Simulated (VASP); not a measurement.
# BaHfO3 (Pm-3m) in VASP: vibrations by perturbation theory with LDA

Aim: the vibrations by perturbation theory of BaHfO3 with LDA.

Program: VASP 6.6.1. These are calculated values, not measurements. Logs are shortened: lines on timing, memory, paths and dates and some standing lists are left out, and cuts for length are marked.

## Step 1: The cell of the first run

It takes space group Pm-3m (No. 221, cubic). Conventional cell: a = 4.122 Å, b = 4.122 Å, c = 4.122 Å, α = 90.00°, β = 90.00°, γ = 90.00°. Ba (site symmetry m-3m) has 12 O at 2.91 Å and 8 Hf at 3.57 Å within 3.8 Å. Hf (site symmetry m-3m) has 6 O at 2.06 Å within 2.7 Å. O (site symmetry 4/mmm) has 2 Hf at 2.06 Å within 2.7 Å.

## Step 2: Vibrations by perturbation theory, LDA

The input, INCAR:

```
PREC = Accurate
ENCUT = 520
EDIFF = 1E-8
ISMEAR = 0
SIGMA = 0.01
LREAL = F
LASPH = T
NELM = 60
ALGO = Normal
ISIF = 2
LWAVE = F
LCHARG = F
NBANDS = 27
IBRION = 8
NSW = 1
LEPSILON = T
```

The input, KPOINTS:

```
regular mesh
0
Gamma
  6 6 6
```

The input, POSCAR:

```
BaHfO3
1.0
    4.1217383968      0.0000000000      0.0000000000
    0.0000000000      4.1217383968      0.0000000000
    0.0000000000      0.0000000000      4.1217383968
Ba Hf O
1 1 3
Direct
    0.5000000000      0.5000000000      0.5000000000
    0.0000000000      0.0000000000      0.0000000000
    0.0000000000      0.5000000000      0.0000000000
    0.5000000000      0.0000000000      0.0000000000
    0.0000000000      0.0000000000      0.5000000000
```

Potentials or basis: VASP PAW LDA potentials, release 64 (Ba_sv, Hf_pv, O).

Run with:

```
$ cat potpaw_LDA.64/Ba_sv/POTCAR potpaw_LDA.64/Hf_pv/POTCAR potpaw_LDA.64/O/POTCAR > POTCAR
$ mpirun -np 1 vasp_std > vasp.out
```

OUTCAR:

```text
PREC = Accurate
   ENCUT = 520
   EDIFF = 1E-8
   ISMEAR = 0
   LREAL = F
   LASPH = T
   NELM = 60
   ISIF = 2
   IBRION = 8
   NSW = 1
   LEPSILON = T

 ion  position               nearest neighbor table
   1  0.500  0.500  0.500-   3 2.91   4 2.91   5 2.91   3 2.91   4 2.91   4 2.91   5 2.91   4 2.91
                             3 2.91   5 2.91   3 2.91   5 2.91   2 3.57   2 3.57   2 3.57   2 3.57
   2  0.000  0.000  0.000-   3 2.06   4 2.06   5 2.06   5 2.06   3 2.06   4 2.06   1 3.57   1 3.57
                             1 3.57   1 3.57   1 3.57   1 3.57   1 3.57   1 3.57
   3  0.000  0.500  0.000-   2 2.06   2 2.06   1 2.91   1 2.91   1 2.91   1 2.91
   4  0.500  0.000  0.000-   2 2.06   2 2.06   1 2.91   1 2.91   1 2.91   1 2.91
   5  0.000  0.000  0.500-   2 2.06   2 2.06   1 2.91   1 2.91   1 2.91   1 2.91

  LATTYP: Found a simple cubic cell.
 ALAT       =     4.1217383968

  Lattice vectors:

 A1 = (   4.1217383968,   0.0000000000,   0.0000000000)
 A2 = (   0.0000000000,   4.1217383968,   0.0000000000)
 A3 = (   0.0000000000,   0.0000000000,   4.1217383968)

Analysis of symmetry for initial positions (statically):
=====================================================================
 Subroutine PRICEL returns:
 Original cell was already a primitive cell.

 Routine SETGRP: Setting up the symmetry group for a
 simple cubic supercell.

 Subroutine GETGRP returns: Found 48 space group operations
 (whereof 48 operations were pure point group operations)
 out of a pool of 48 trial point group operations.

[... 904 lines left out ...]
  x     0.00000     0.00000     0.00000     0.00000     0.00000     0.00000
  y     0.00000     0.00000     0.00000     0.00000     0.00000     0.00000
  z     0.00000     0.00000     0.00000     0.00000     0.00000     0.00000

 SECOND DERIVATIVES (NOT SYMMETRIZED)
 ------------------------------------
               1X          1Y          1Z          2X          2Y          2Z          3X          3Y          3Z          4X          4Y          4Z          5X          5Y          5Z
  1X    -4.509962   -0.000000    0.000000    3.832962    0.000000    0.000000   -0.256968   -0.000000    0.000000    1.190935   -0.000000    0.000000   -0.256968   -0.000000    0.000000
  1Y     0.000000   -4.509962   -0.000000    0.000000    3.832962    0.000000   -0.000000    1.190935    0.000000   -0.000000   -0.256968    0.000000   -0.000000   -0.256968    0.000000
  1Z     0.000000    0.000000   -4.509962    0.000000    0.000000    3.832962   -0.000000   -0.000000   -0.256968   -0.000000    0.000000   -0.256968    0.000000    0.000000    1.190935
  2X     3.826939    0.000000   -0.000000  -11.354706    0.000000   -0.000000    0.353373   -0.000000    0.000000    6.821022    0.000000   -0.000000    0.353373    0.000000    0.000000
  2Y     0.000000    3.826939   -0.000000    0.000000  -11.354706   -0.000000    0.000000    6.821022    0.000000   -0.000000    0.353373    0.000000   -0.000000    0.353373    0.000000
  2Z    -0.000000   -0.000000    3.826939   -0.000000   -0.000000  -11.354706    0.000000    0.000000    0.353373    0.000000    0.000000    0.353373    0.000000   -0.000000    6.821022
  3X    -0.249654    0.000000    0.000000    0.355368    0.000000    0.000000   -3.147679    0.000000    0.000000    3.600560    0.000000    0.000000   -0.558594    0.000000    0.000000
  3Y    -0.000000    1.200568    0.000000    0.000000    6.830866    0.000000   -0.000000  -15.246134    0.000000    0.000000    3.607350    0.000000    0.000000    3.607350    0.000000
  3Z     0.000000    0.000000   -0.249654    0.000000    0.000000    0.355368    0.000000    0.000000   -3.147679    0.000000    0.000000   -0.558594    0.000000    0.000000    3.600560
  4X     1.200568   -0.000000    0.000000    6.830866   -0.000000    0.000000    3.607350    0.000000    0.000000  -15.246134   -0.000000    0.000000    3.607350    0.000000    0.000000
  4Y     0.000000   -0.249654    0.000000    0.000000    0.355368    0.000000    0.000000    3.600560    0.000000    0.000000   -3.147679    0.000000    0.000000   -0.558594    0.000000
  4Z     0.000000    0.000000   -0.249654    0.000000    0.000000    0.355368    0.000000    0.000000   -0.558594    0.000000    0.000000   -3.147679    0.000000    0.000000    3.600560
  5X    -0.249654    0.000000    0.000000    0.355368    0.000000    0.000000   -0.558594    0.000000    0.000000    3.600560    0.000000    0.000000   -3.147679    0.000000    0.000000
  5Y     0.000000   -0.249654    0.000000    0.000000    0.355368    0.000000    0.000000    3.600560    0.000000    0.000000   -0.558594    0.000000    0.000000   -3.147679    0.000000
  5Z     0.000000    0.000000    1.200568    0.000000    0.000000    6.830866    0.000000    0.000000    3.607350    0.000000    0.000000    3.607350    0.000000    0.000000  -15.246134

 Eigenvectors and eigenvalues of the dynamical matrix
 ----------------------------------------------------

   1 f  =   16.300538 THz   102.419299 2PiTHz  543.727409 cm-1    67.413577 meV
             X         Y         Z           dx          dy          dz
      2.060869  2.060869  2.060869     0.022416    0.000746    0.000000
      0.000000  0.000000  0.000000     0.112451    0.003741    0.000000
      0.000000  2.060869  0.000000     0.244327   -0.030969    0.000000
      2.060869  0.000000  0.000000    -0.930782    0.008129   -0.000000
      0.000000  0.000000  2.060869     0.244327    0.008129    0.000000
[... 105 lines left out ...]
  15 f/i=    0.006235 THz     0.039174 2PiTHz    0.207966 cm-1     0.025785 meV
             X         Y         Z           dx          dy          dz
      2.060869  2.060869  2.060869     0.081161    0.035394   -0.608832
      0.000000  0.000000  0.000000     0.092369    0.040282   -0.692907
      0.000000  2.060869  0.000000     0.027585    0.012035   -0.206927
      2.060869  0.000000  0.000000     0.027596    0.012030   -0.206927
      0.000000  0.000000  2.060869     0.027585    0.012030   -0.207010

--------------------------------------------------------------------------------------------------------

 MACROSCOPIC STATIC DIELECTRIC TENSOR IONIC CONTRIBUTION
 ------------------------------------------------------
          31.604032    -0.000000    -0.000000
          -0.000000    31.604032     0.000000
           0.000000     0.000000    31.604032
 ------------------------------------------------------

 ELASTIC MODULI CONTR FROM IONIC RELAXATION (kBar)
 Direction    XX          YY          ZZ          XY          YZ          ZX
 --------------------------------------------------------------------------------
 XX           0.0000      0.0000      0.0000      0.0000      0.0000      0.0000
 YY           0.0000      0.0000      0.0000      0.0000      0.0000      0.0000
 ZZ           0.0000      0.0000      0.0000      0.0000      0.0000      0.0000
 XY           0.0000      0.0000      0.0000      0.0000      0.0000      0.0000
 YZ           0.0000      0.0000      0.0000      0.0000      0.0000      0.0000
 ZX           0.0000      0.0000      0.0000      0.0000      0.0000      0.0000
 --------------------------------------------------------------------------------

 PIEZOELECTRIC TENSOR IONIC CONTR  for field in x, y, z        (C/m^2)
          XX          YY          ZZ          XY          YZ          ZX
  --------------------------------------------------------------------------------
  x     0.00000     0.00000     0.00000     0.00000     0.00000     0.00000
  y     0.00000     0.00000     0.00000     0.00000     0.00000     0.00000
  z     0.00000     0.00000     0.00000     0.00000     0.00000     0.00000
```

OSZICAR:

```text
N       E                     dE             d eps       ncg     rms          rms(c)
DAV:   1     0.213187123077E+03    0.21319E+03   -0.20564E+04  1080   0.135E+03
DAV:   2    -0.421920427767E+02   -0.25538E+03   -0.24691E+03  1390   0.317E+02
[... 251 lines left out ...]
RMM:  14    -0.370591042660E+00   -0.65755E-08   -0.24298E-07  4236   0.403E-04    0.343E-06
RMM:  15    -0.370591044104E+00   -0.14439E-08    0.33165E-06  3716   0.402E-04    0.145E-06
RMM:  16    -0.370591043837E+00    0.26693E-09   -0.81717E-07  3477   0.401E-04    0.272E-06
RMM:  17    -0.370591043919E+00   -0.81824E-10    0.37324E-06  3356   0.402E-04    0.188E-06
RMM:  18    -0.370591043847E+00    0.71955E-10   -0.11807E-06  3224   0.401E-04    0.209E-06
RMM:  19    -0.370591043760E+00    0.87033E-10    0.38480E-06  3151   0.402E-04    0.215E-06
RMM:  20    -0.370591043785E+00   -0.25314E-10   -0.12277E-06  3107   0.402E-04    0.197E-06
 Linear response finished
```

Wall time 8.6 min (1 thread of Intel Xeon Platinum 8488C (Sapphire Rapids), shared host); peak memory 0.54 GiB.

What came out:

- Electronic dielectric tensor (diagonal): 4.75
- Born charges (mean of the diagonal): Ba +2.75; Hf +5.86; O -2.87 e
- Highest phonon frequency at Γ, LO-TO splitting left out: 544 cm⁻¹

Phonon frequencies in cm⁻¹ (negative: imaginary):
```
              q point                                            frequencies
(0.000, 0.000, 0.000)  0 0 0 117 117 117 198 198 198 210 210 210 544 544 544
```

Electronic dielectric tensor:
```
4.75 0.00 0.00
0.00 4.75 0.00
0.00 0.00 4.75
```

Born effective charge tensors (e):
atom 1, Ba
```
2.75 0.00 0.00
0.00 2.75 0.00
0.00 0.00 2.75
```
atom 2, Hf
```
5.86 0.00 0.00
0.00 5.86 0.00
0.00 0.00 5.86
```
atom 3, O
```
-2.03  0.00  0.00
 0.00 -4.55  0.00
 0.00  0.00 -2.03
```
atom 4, O
```
-4.55  0.00  0.00
 0.00 -2.03  0.00
 0.00  0.00 -2.03
```
atom 5, O
```
-2.03  0.00  0.00
 0.00 -2.03  0.00
 0.00  0.00 -4.55
```

Caveat: spin-orbit coupling is left out, which moves the levels of the heavy elements.
